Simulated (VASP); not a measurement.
A run of VASP 6.6.1 is set up as follows.

File INCAR:

```
PREC = Accurate ; ENCUT = 700
EDIFF = 1E-6 ; ISMEAR = -1
SIGMA = 0.05 ; LREAL = Auto
LASPH = True ; NELM = 120
ALGO = Normal ; ISIF = 2
LWAVE = False ; LCHARG = True
GGA = PS ; LELF = True
LVHAR = True ; NBANDS = 180
ISYM = -1 ; GGA_COMPAT = False
```

File KPOINTS:

```
explicit points
1
Reciprocal
  0.25000000   0.25000000   0.25000000 1
```

POSCAR

```
Ba4Hf3ZrO12
1.0
    8.3261633670      0.0000000000      0.0000000000
    0.0000000000      8.3261633670      0.0000000000
    0.0000000000      0.0000000000      8.3261633670
Ba Zr Hf O
8 2 6 24
Direct
    0.0001400000      0.9991090000      0.0009020000
    0.0001060000      0.9990100000      0.5009000000
    0.0001430000      0.4995650000      0.0009840000
    0.0000570000      0.4996500000      0.5009300000
    0.5006980000      0.9990590000      0.0008920000
    0.5005660000      0.9990700000      0.5010290000
    0.5006440000      0.4995650000      0.0009940000
    0.5006910000      0.4996250000      0.5009200000
    0.2503390000      0.2493200000      0.2508570000
    0.2503540000      0.2493940000      0.7508050000
    0.2503910000      0.7493370000      0.2507600000
    0.2504090000      0.7493420000      0.7507510000
    0.7503280000      0.2493380000      0.2507650000
    0.7503990000      0.2493640000      0.7507500000
    0.7503440000      0.7493630000      0.2508060000
    0.7504250000      0.7493290000      0.7508360000
    0.2494280000      0.2487120000      0.0005610000
    0.2510650000      0.2498010000      0.5005990000
    0.2506360000      0.7498260000      0.0006630000
    0.2502240000      0.7487490000      0.5006540000
    0.7511090000      0.2500250000      0.0006420000
    0.7495100000      0.2487560000      0.5006170000
    0.7501760000      0.7487050000      0.0006860000
    0.7506030000      0.7499600000      0.5006890000
    0.9994700000      0.2504660000      0.2512240000
    0.9993990000      0.2486190000      0.7496300000
    0.0002810000      0.7483610000      0.2504360000
    0.0002500000      0.7499850000      0.7507610000
    0.5012510000      0.2482990000      0.2495830000
    0.5012380000      0.2500020000      0.7511870000
    0.5005210000      0.7503680000      0.2508480000
    0.5004660000      0.7486110000      0.7503330000
    0.2494110000      0.9984230000      0.2510210000
    0.2509790000      0.9983890000      0.7499450000
    0.2514530000      0.5002250000      0.2499570000
    0.2495710000      0.5001940000      0.7509300000
    0.7513750000      0.9992410000      0.2499250000
    0.7496570000      0.9992160000      0.7512130000
    0.7493700000      0.4994620000      0.2511530000
    0.7510070000      0.4994440000      0.7499890000
```

Potentials or basis: VASP PAW PBE potentials, release 64 (Ba_sv, Zr_sv, Hf_pv, O).

The run is started by

```console
$ cat potpaw_PBE.64/Ba_sv/POTCAR potpaw_PBE.64/Zr_sv/POTCAR potpaw_PBE.64/Hf_pv/POTCAR potpaw_PBE.64/O/POTCAR > POTCAR
$ mpirun -np 1 vasp_std > vasp.out
```

Task: What does it give for the pressure?

Result: -0.1 GPa.

Task: What does it give for the band gap on the k mesh?

Result: 4.20 eV.

Task: What does it give for the largest force?

Result: 0.171 eV/Å.

Forces on the atoms (eV/Å):
```
Ba  -0.004 -0.005 -0.001
Ba  -0.002 -0.003 -0.002
Ba  -0.003  0.004 -0.003
Ba  -0.002  0.002 -0.001
Ba   0.002 -0.002 -0.004
Ba   0.005 -0.003 -0.005
Ba   0.004  0.004 -0.003
Ba   0.004  0.002 -0.002
Zr   0.003  0.001 -0.012
Zr   0.000 -0.008 -0.005
Hf  -0.003  0.006 -0.011
Hf  -0.006  0.006 -0.010
Hf   0.003  0.007 -0.014
Hf  -0.008  0.003 -0.012
Hf   0.004  0.004 -0.014
Hf  -0.007  0.006 -0.017
O    0.002 -0.002  0.013
O    0.001 -0.001  0.006
O   -0.002 -0.001  0.000
O   -0.001  0.000  0.001
O   -0.001 -0.004  0.001
O    0.003 -0.002  0.003
O    0.000 -0.001  0.004
O   -0.001 -0.002  0.002
O   -0.171 -0.004  0.008
O   -0.163 -0.001  0.008
O   -0.002  0.000  0.003
O   -0.001  0.000  0.005
O    0.167 -0.001  0.008
O    0.168 -0.001  0.007
O   -0.001 -0.004  0.001
O    0.006 -0.001  0.006
O    0.001 -0.169  0.007
O    0.003 -0.166  0.006
O   -0.003  0.167  0.004
O    0.002  0.170  0.005
O    0.001 -0.003  0.006
O    0.001 -0.002  0.004
O    0.001  0.002  0.005
O   -0.001  0.002  0.005
```

Caveat: the PAW data sets were made with another functional, which shifts forces and pressure a little; spin-orbit coupling is left out, which moves the levels of the heavy elements; a shifted mesh leaves out Γ, where band edges can lie. A k mesh can miss the band edges.
